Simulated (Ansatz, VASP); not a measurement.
## Ir in VASP and in Ansatz

```xyz
1
Lattice="0.0000 1.8670 1.8670 1.8670 0.0000 1.8670 1.8670 1.8670 0.0000" Properties=species:S:1:pos:R:3 pbc="T T T"
Ir    0.0000    0.0000    0.0000
```

Change from the starting cell: volume scaled by 0.94, LAPW.

Alike in both runs: task single point; functional LDA; k mesh 19 × 19 × 19; occupations fermi-dirac, width 0.08 eV; no spin polarisation.

```csv
,VASP,Ansatz
version,VASP 6.6.1,Ansatz 0.2.0
potentials or method,"VASP PAW LDA potentials, release 64 (Ir), cutoff 520 eV","all-electron LAPW, scalar-relativistic"
```

Ansatz gave:

```
pressure (GPa) : 29.2
```

Question: What did VASP give for the same quantities?

Answer: Pressure (GPa): 32.7.

LDA's correlation is that of Perdew and Zunger in VASP and of Perdew and Wang (1992) in Ansatz. The pressures are high and differ by over a tenth, so treat them with care. Ansatz ran all-electron here, and VASP with PAW potentials.

Neither program's run includes spin-orbit coupling.
